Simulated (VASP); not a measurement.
# Li6AlB3 (Pm-3) in VASP: relaxation of cell and atoms with PBE

Aim: the relaxation of cell and atoms of Li6AlB3 with PBE.

Everything below comes from runs of VASP 6.6.1. Logs are shortened: lines on timing, memory, paths and dates and some standing lists are left out, and cuts for length are marked.

### Step 1. The cell of the first run

The structure is cubic, space group Pm-3 (No. 200). Conventional cell: a = 4.857 Å, b = 4.857 Å, c = 4.857 Å, α = 90.00°, β = 90.00°, γ = 90.00°. Within 2.0 Å of Li (site symmetry mm2) lie 1 B at 1.48 Å and 1 Li at 1.90 Å. Within 3.2 Å of Al (site symmetry m-3) lie 6 B at 2.43 Å and 12 Li at 2.84 Å. B (site symmetry mmm) has 2 Li at 1.48 Å within 2.0 Å.

The cell was generated, and may not be a known phase.

### Step 2. Relaxation of cell and atoms, PBE

INCAR reads:

```
PREC     = Accurate       # precision mode
ENCUT    = 1230           # plane-wave cutoff, eV
EDIFF    = 1E-7           # SCF threshold, eV
ISMEAR   = 0              # smearing method
SIGMA    = 0.1            # smearing width, eV
LREAL    = False          # projectors in reciprocal space
LASPH    = True           # aspherical terms in the spheres
NELM     = 120            # most SCF steps
ALGO     = Normal         # electronic algorithm
ISIF     = 3              # what is computed and relaxed
LWAVE    = False          # write WAVECAR
LCHARG   = False          # write CHGCAR
GGA      = PE             # functional
IBRION   = 2              # ionic algorithm
NSW      = 90             # ionic steps
EDIFFG   = -0.04          # ionic threshold
GGA_COMPAT= False        
NELMIN   = 4
```

KPOINTS reads:

```
regular mesh
0
Gamma
  4 4 4
```

POSCAR reads:

```
Li6AlB3
1.0
    4.8569160900      0.0000000000      0.0000000000
    0.0000000000      4.8569160900      0.0000000000
    0.0000000000      0.0000000000      4.8569160900
Li Al B
6 1 3
Direct
    0.6953835100      0.5000000000      0.0000000000
    0.3046164900      0.5000000000      0.0000000000
    0.0000000000      0.6953835100      0.5000000000
    0.0000000000      0.3046164900      0.5000000000
    0.5000000000      0.0000000000      0.6953835100
    0.5000000000      0.0000000000      0.3046164900
    0.0000000000      0.0000000000      0.0000000000
    0.5000000000      0.0000000000      0.0000000000
    0.0000000000      0.5000000000      0.0000000000
    0.0000000000      0.0000000000      0.5000000000
```

Potentials or basis: VASP PAW PBE potentials, release 64 (Li_sv, Al, B_h).

Run with:

```console
cat potpaw_PBE.64/Li_sv/POTCAR potpaw_PBE.64/Al/POTCAR potpaw_PBE.64/B_h/POTCAR > POTCAR
mpirun -np 1 vasp_std > vasp.out
```

OUTCAR:

```text
PREC = Accurate
   ENCUT = 1230
   EDIFF = 1E-7
   ISMEAR = 0
   LREAL = False
   LASPH = True
   NELM = 120
   ISIF = 3
   GGA = PE
   IBRION = 2
   NSW = 90
   EDIFFG = -0.04
   NELMIN = 4

 ion  position               nearest neighbor table
   1  0.695  0.500  0.000-   9 1.48   2 1.90   7 2.84   7 2.84
   2  0.305  0.500  0.000-   9 1.48   1 1.90   7 2.84   7 2.84
   3  0.000  0.695  0.500-  10 1.48   4 1.90   7 2.84   7 2.84
   4  0.000  0.305  0.500-  10 1.48   3 1.90   7 2.84   7 2.84
   5  0.500  0.000  0.695-   8 1.48   6 1.90   7 2.84   7 2.84
   6  0.500  0.000  0.305-   8 1.48   5 1.90   7 2.84   7 2.84
   7  0.000  0.000  0.000-   1 2.84   2 2.84   3 2.84   4 2.84   5 2.84   6 2.84   3 2.84   4 2.84
                             1 2.84   2 2.84   5 2.84   6 2.84
   8  0.500  0.000  0.000-   5 1.48   6 1.48
   9  0.000  0.500  0.000-   1 1.48   2 1.48
  10  0.000  0.000  0.500-   3 1.48   4 1.48

  LATTYP: Found a simple cubic cell.
 ALAT       =     4.8569160900

  Lattice vectors:

 A1 = (   4.8569160900,   0.0000000000,   0.0000000000)
 A2 = (   0.0000000000,   4.8569160900,   0.0000000000)
 A3 = (   0.0000000000,   0.0000000000,   4.8569160900)

Analysis of symmetry for initial positions (statically):
=====================================================================
 Subroutine PRICEL returns:
 Original cell was already a primitive cell.

 Routine SETGRP: Setting up the symmetry group for a
 simple cubic supercell.

 Subroutine GETGRP returns: Found 24 space group operations
 (whereof 24 operations were pure point group operations)
 out of a pool of 48 trial point group operations.

The static configuration has the point symmetry T_h .

Analysis of symmetry for dynamics (positions and initial velocities):
=====================================================================
 Subroutine PRICEL returns:
 Original cell was already a primitive cell.

 Routine SETGRP: Setting up the symmetry group for a
 simple cubic supercell.

 Subroutine GETGRP returns: Found 24 space group operations
 (whereof 24 operations were pure point group operations)
 out of a pool of 48 trial point group operations.

The dynamic configuration has the point symmetry T_h .

 Subroutine INISYM returns: Found 24 space group operations
 (whereof 24 operations are pure point group operations),
 and found     1 'primitive' translations

----------------------------------------------------------------------------------------

                                     Primitive cell

  volume of cell :     114.5729

  direct lattice vectors                    reciprocal lattice vectors
     4.856916090  0.000000000  0.000000000     0.205891965  0.000000000  0.000000000
     0.000000000  4.856916090  0.000000000     0.000000000  0.205891965  0.000000000
     0.000000000  0.000000000  4.856916090     0.000000000  0.000000000  0.205891965

  length of vectors
     4.856916090  4.856916090  4.856916090     0.205891965  0.205891965  0.205891965

  position of ions in fractional coordinates (direct lattice)
     0.695383510  0.500000000  0.000000000
     0.304616490  0.500000000  0.000000000
     0.000000000  0.695383510  0.500000000
     0.000000000  0.304616490  0.500000000
     0.500000000  0.000000000  0.695383510
     0.500000000  0.000000000  0.304616490
     0.000000000  0.000000000  0.000000000
     0.500000000  0.000000000  0.000000000
     0.000000000  0.500000000  0.000000000
     0.000000000  0.000000000  0.500000000

  ion indices of the primitive-cell ions
   primitive index   ion index
                 1           1
                 2           2
                 3           3
                 4           4
                 5           5
                 6           6
                 7           7
                 8           8
                 9           9
                10          10

----------------------------------------------------------------------------------------

 KPOINTS: regular mesh

Automatic generation of k-mesh.
 Grid dimensions read from file:
 generate k-points for:    4    4    4

 Generating k-lattice:

  Cartesian coordinates                     Fractional coordinates (reciprocal lattice)
     0.051472991  0.000000000  0.000000000     0.250000000  0.000000000  0.000000000
     0.000000000  0.051472991  0.000000000     0.000000000  0.250000000  0.000000000
     0.000000000  0.000000000  0.051472991     0.000000000  0.000000000  0.250000000

  Length of vectors
     0.051472991  0.051472991  0.051472991

  Shift w.r.t. Gamma in fractional coordinates (k-lattice)
     0.000000000  0.000000000  0.000000000

 Subroutine IBZKPT returns following result:
 ===========================================

 Found     11 irreducible k-points:

 Following reciprocal coordinates:
            Coordinates               Weight
  0.000000  0.000000  0.000000      1.000000
  0.250000  0.000000  0.000000      6.000000
  0.500000  0.000000  0.000000      3.000000
  0.250000  0.250000  0.000000     12.000000
  0.500000  0.250000  0.000000      6.000000
 -0.250000  0.500000  0.000000      6.000000
  0.500000  0.500000  0.000000      3.000000
  0.250000  0.250000  0.250000      8.000000
  0.500000  0.250000  0.250000     12.000000
  0.500000  0.500000  0.250000      6.000000
  0.500000  0.500000  0.500000      1.000000
   k-points           NKPTS =     11   k-points in BZ     NKDIM =     11   number of bands    NBANDS=     21
   number of dos      NEDOS =    301   number of ions     NIONS =     10
   total plane-waves  NPLWV = 175616
   dimension x,y,z NGX =    56 NGY =   56 NGZ =   56
   dimension x,y,z NGXF=   112 NGYF=  112 NGZF=  112
   ions per type =               6   1   3
   NGX,Y,Z   is equivalent  to a cutoff of  19.17, 19.17, 19.17 a.u.
   NGXF,Y,Z  is equivalent  to a cutoff of  38.34, 38.34, 38.34 a.u.
 SYSTEM =  unknown system
   PREC   = accura    normal or accurate (medium, high low for compatibility)
   ISTART =      0    job   : 0-new  1-cont  2-samecut
   ICHARG =      2    charge: 1-file 2-atom 10-const
   ISPIN  =      1    spin polarized calculation?
   LNONCOLLINEAR =      F non collinear calculations
   LSORBIT =      F    spin-orbit coupling
   LASPH  =      T    aspherical Exc in radial PAW
   ENCUT  = 1230.0 eV  90.40 Ry    9.51 a.u.  13.89 13.89 13.89*2*pi/ulx,y,z
   NELM   =    120;   NELMIN=  4; NELMDL= -5     # of ELM steps
   EDIFF  = 0.1E-06   stopping-criterion for ELM
   LREAL  =      F    real-space projection
   EDIFFG = -.4E-01   stopping-criterion for IOM
   NSW    =     90    number of steps for IOM
   IBRION =      2    ionic relax: 0-MD 1-quasi-New 2-CG
   NFREE  =      1    steps in history (QN), initial steepest desc. (CG)
   ISIF   =      3    stress and relaxation
   ISYM   =      2    0-nonsym 1-usesym 2-fastsym
   POTIM  = 0.5000    time-step for ionic-motion
   TEBEG  =    0.0;   TEEND  =   0.0 temperature during run
   PSTRESS=    0.0 pullay stress
   NELECT =      30.0000    total number of electrons
   NUPDOWN=      -1.0000    fix difference up-down
   EMIN   =  10.00;   EMAX   =-10.00  energy-range for DOS
   EFERMI =   0.00;   METHOD = LEGACY
   ISMEAR =     0;   SIGMA  =   0.10  broadening in eV -4-tet -1-fermi 0-gaus
   EFERMI_NEDOS =   21; number of points for ismear=-14 and -15
   IALGO  =     38    algorithm
   IMIX   =      4    mixing-type and parameters
     AMIX     =   0.40;   BMIX     =  1.00
     AMIX_MAG =   1.60;   BMIX_MAG =  1.00
  volume/ion in A,a.u.               =      11.46        77.32
  Fermi-wavevector in a.u.,A,eV,Ry     =   1.047341  1.979187 14.924537  1.096923
  Thomas-Fermi vector in A             =   2.182217
   LORBIT       =      0    0 simple, 1 ext, 2 COOP (PROOUT), +10 PAW based schemes
   GGA     = PE    functional components
   LHFCALC =     F    Hartree Fock is set to
   AEXX    =    0.0000 exact exchange contribution
   IVDW    =     0    specifies the selected vdW correction
   LEPSILON=     F    determine dielectric tensor
   LRPA    =     F    only Hartree local field effects (RPA)
 conjugate gradient relaxation of ions
 non-spin polarized calculation
 Gauss-broadening in eV      SIGMA  =   0.10
  energy-cutoff  :     1230.00
  volume of cell :      114.57
 maximum number of plane-waves:     11296
   NGX = 27   NGY = 27   NGZ = 27

--------------------------------------- Ionic step        1  -------------------------------------------

 number of electron      30.0000011 magnetization

 Free energy of the ion-electron system (eV)
  ---------------------------------------------------
  ext. energy  EPLUGINS =         0.00000000
  ---------------------------------------------------
  free energy    TOTEN  =       -15.71057615 eV

  energy without entropy =      -15.69084587  energy(sigma->0) =      -15.70071101

------------------------ aborting loop because EDIFF is reached ----------------------------------------

  FORCE on cell =-STRESS in cart. coord.  units (eV):
  Direction    XX          YY          ZZ          XY          YZ          ZX
  --------------------------------------------------------------------------------------
  -------------------------------------------------------------------------------------
  Total       18.2679505     18.2679505     18.2679505      0.0000000      0.0000000     -0.0000000
  in kB      255.4574701    255.4574701    255.4574701      0.0000000      0.0000000     -0.0000000
  external PRESSURE =     255.4574701 kB  Pullay stress =       0.0000000 kB
[... 113 lines left out ...]
  FREE ENERGIE OF THE ION-ELECTRON SYSTEM (eV)
  ---------------------------------------------------
  free  energy   TOTEN  =       -21.2673980598 eV

  energy  without entropy=      -21.2424099266  energy(sigma->0) =      -21.25490399

 E-fermi :   2.4122     XC(G=0):  -8.3541

 val. band max:        2.3935998923   @ k =   0.5000   0.2500   0.2500
 cond. band min:       2.4586399115   @ k =   0.2500   0.2500   0.0000
 fundamental gap:      0.0650400192
 Fermi energy:         2.4122166456

 k-point     1 :       0.0000    0.0000    0.0000
  band No.  band energies     occupation
      1     -45.1263      2.00000
      2     -45.1191      2.00000
      3     -45.1191      2.00000
      4     -44.4802      2.00000
      5     -44.4802      2.00000
      6     -44.4802      2.00000
[... 238 lines left out ...]
      5     -44.4799      2.00000
      6     -44.4799      2.00000
[... 13 lines left out ...]
     20       6.7312      0.00000
     21       6.7312      0.00000

[... ionic steps 4 to 7 ...]

--------------------------------------- Ionic step        8  -------------------------------------------

 number of electron      30.0000007 magnetization

------------------------ aborting loop because EDIFF is reached ----------------------------------------

  FORCE on cell =-STRESS in cart. coord.  units (eV):
  Direction    XX          YY          ZZ          XY          YZ          ZX
  --------------------------------------------------------------------------------------
  -------------------------------------------------------------------------------------
  Total        0.3555793      0.3555793      0.3555793      0.0000000      0.0000000     -0.0000000
  in kB        3.3184141      3.3184141      3.3184141      0.0000000      0.0000000     -0.0000000
  external PRESSURE =       3.3184141 kB  Pullay stress =       0.0000000 kB
[... 73 lines left out ...]
  energy  without entropy=      -21.8020123982  energy(sigma->0) =      -21.81760175

--------------------------------------- Ionic step       10  -------------------------------------------

 number of electron      30.0000012 magnetization

 Free energy of the ion-electron system (eV)
  ---------------------------------------------------
  ext. energy  EPLUGINS =         0.00000000
  ---------------------------------------------------
  free energy    TOTEN  =       -21.83361954 eV

  energy without entropy =      -21.80263306  energy(sigma->0) =      -21.81812630

 E-fermi :   1.6432     XC(G=0):  -7.8592

 val. band max:        1.6122499421   @ k =   0.5000   0.2500   0.2500
 cond. band min:       1.6483180153   @ k =   0.2500   0.0000   0.0000
 fundamental gap:      0.0360680732
 Fermi energy:         1.6431830675

 k-point     1 :       0.0000    0.0000    0.0000
  band No.  band energies     occupation
      1     -45.5064      2.00000
      2     -45.5024      2.00000
      3     -45.5024      2.00000
      4     -45.1864      2.00000
      5     -45.1864      2.00000
      6     -45.1864      2.00000
[... 290 lines left out ...]
  FREE ENERGIE OF THE ION-ELECTRON SYSTEM (eV)
  ---------------------------------------------------
  free  energy   TOTEN  =       -21.8336195396 eV

  energy  without entropy=      -21.8026330604  energy(sigma->0) =      -21.81812630

 reached required accuracy - stopping structural energy minimisation
```

Wall time 13 min (1 thread of Intel Xeon Platinum 8259CL at 2.50GHz (Skylake/Cascade Lake), shared host); peak memory 0.51 GiB.

What came out:

```yaml
Free_energy: -21.8336 eV
Relaxed_volume: 17.33 Å³/atom
Relaxed_cell: a = 5.575 Å, b = 5.575 Å, c = 5.575 Å, α = 90.00°, β = 90.00°, γ = 90.00°
Space_group_after_relaxing_to_0.1_Å: Pm-3 (No. 200)
Energy_gained_by_relaxing: 612.3 meV/atom
Ionic_steps: 10
Pressure_after_relaxing: 0.0 GPa
Band_gap_on_the_k_mesh: zero (bands 15 and 16 overlap by 0.70 eV)
```

Step by step:
| step | energy change (eV) | largest force (eV/Å) | pressure (GPa) | volume (Å³) |
| --- | --- | --- | --- | --- |
| 1 | 0.0000 | 5.8372 | 25.55 | 114.57 |
| 2 | -5.0675 | 2.5439 | 1.42 | 147.61 |
| 3 | -5.5568 | 0.7942 | 4.71 | 139.54 |
| 4 | -5.5599 | 0.6767 | 4.98 | 139.01 |
| 5 | -5.8679 | 0.3700 | 3.07 | 148.44 |
| 6 | -6.1042 | 0.0488 | 0.86 | 165.51 |
| 7 | -6.1175 | 0.1432 | 0.43 | 170.46 |
| 8 | -6.1178 | 0.1647 | 0.33 | 171.68 |
| 9 | -6.1226 | 0.0442 | -0.11 | 173.73 |
| 10 | -6.1230 | 0.0017 | -0.01 | 173.27 |

Final structure:
```cif
data_structure
_symmetry_space_group_name_H-M 'P 1'
_symmetry_Int_Tables_number 1
_cell_length_a 5.5750
_cell_length_b 5.5750
_cell_length_c 5.5750
_cell_angle_alpha 90.000
_cell_angle_beta 90.000
_cell_angle_gamma 90.000
_cell_volume 173.27
loop_
_atom_site_label
_atom_site_type_symbol
_atom_site_fract_x
_atom_site_fract_y
_atom_site_fract_z
_atom_site_occupancy
Li1 Li 0.66388 0.50000 0.00000 1
Li2 Li 0.33612 0.50000 0.00000 1
Li3 Li 0.00000 0.66388 0.50000 1
Li4 Li 0.00000 0.33612 0.50000 1
Li5 Li 0.50000 0.00000 0.66388 1
Li6 Li 0.50000 0.00000 0.33612 1
Al1 Al 0.00000 0.00000 0.00000 1
B1 B 0.50000 0.00000 0.00000 1
B2 B 0.00000 0.50000 0.00000 1
B3 B 0.00000 0.00000 0.50000 1
```

Levels at points of the mesh, in eV from the Fermi level:
| k point | band 12 | band 13 | band 14 | band 15 | band 16 | band 17 | band 18 | band 19 |
| --- | --- | --- | --- | --- | --- | --- | --- | --- |
| (0.00, 0.00, 0.00) | -2.58 | -0.86 | 0.21 | 0.21 | 0.21 | 0.61 | 0.61 | 0.61 |
| (0.50, 0.00, 0.00) | -1.93 | -1.64 | -1.10 | -0.58 | 0.08 | 0.58 | 0.62 | 1.55 |
| (0.50, 0.50, 0.00) | -1.57 | -0.96 | -0.81 | -0.33 | -0.24 | 0.39 | 1.03 | 1.83 |
| (0.50, 0.50, 0.50) | -1.61 | -1.61 | -0.58 | 0.46 | 0.46 | 0.46 | 1.09 | 1.09 |

Caveat: the volume moved by over 15 % at a fixed basis, so the end points are rough.

The gap in the log of VASP goes by the Fermi energy; the results here count the filled bands.